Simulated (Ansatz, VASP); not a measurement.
**Two plane-wave programs on NaAl**

```
CELL_PARAMETERS angstrom
3.07861 0.00000 0.00000
-1.53930 2.66615 0.00000
0.00000 0.00000 10.93492
ATOMIC_POSITIONS crystal
Na 0.00000 0.00000 0.00000
Na 0.00000 0.00000 0.50000
Al 0.33333 0.66667 0.25000
Al 0.66667 0.33333 0.75000
```

Change from the starting cell: species swapped into the CoTe type (P6_3/mmc, No. 194).

Alike in both runs: functional PBE; k mesh 18 × 18 × 6; occupations gaussian, width 0.1 eV; no spin polarisation.

Ansatz relaxed the structure, and its values are those at the end. VASP's run is a single point on that final structure, the one shown.

|  | VASP | Ansatz |
| --- | --- | --- |
| version | VASP 6.6.1 | Ansatz 0.2.0 |
| potentials or method | VASP PAW PBE potentials, release 64 (Na_pv, Al), cutoff 520 eV | scalar-relativistic, plane waves, PAW |
| valence electrons in the cell | 20 | 24 |

```tsv
	VASP	Ansatz	Ansatz less VASP
gap on the k mesh at the Fermi level (eV)	none	none	-
pressure (GPa)	0.0	0.0	-0.01
```

A gap of «none» marks a metal or a gap that the smearing closes. VASP's potentials hold 20 valence electrons a cell and Ansatz's 24, so a difference there can come from the potentials and not from the codes.
